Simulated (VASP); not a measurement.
A run of VASP 6.6.1 is set up as follows.

File INCAR:

```
ALGO = Normal ; EDIFF = 1E-6
ENCUT = 600 ; GGA = PE
GGA_COMPAT = False ; ISIF = 2
ISMEAR = -1 ; LASPH = True
LCHARG = False ; LREAL = False
LWAVE = False ; NBANDS = 11
NELM = 120 ; PREC = Accurate
SIGMA = 0.1
```

The input KPOINTS:

```
k-points
0
Gamma
  22 22 22
```

The input POSCAR:

```
Ni
1.0
    0.0000000000      1.7572466680      1.7572466680
    1.7572466680      0.0000000000      1.7572466680
    1.7572466680      1.7572466680      0.0000000000
Ni
1
Direct
    0.0000000000      0.0000000000      0.0000000000
```

Potentials or basis: VASP PAW PBE potentials, release 64 (Ni).

Command:

```bash
$ cat potpaw_PBE.64/Ni/POTCAR > POTCAR
$ mpirun -np 1 vasp_std > vasp.out
```

Estimate the pressure.

0.0 GPa.

Estimate the band gap on the k mesh.

zero (band 5 reaches 9.39 eV, above the bottom of band 6 at 8.42 eV).

Caveat: the run has no spin polarisation, though such a crystal can be magnetic. Spin polarisation is off, so any magnetic state and its effect on volume and gap are missing.
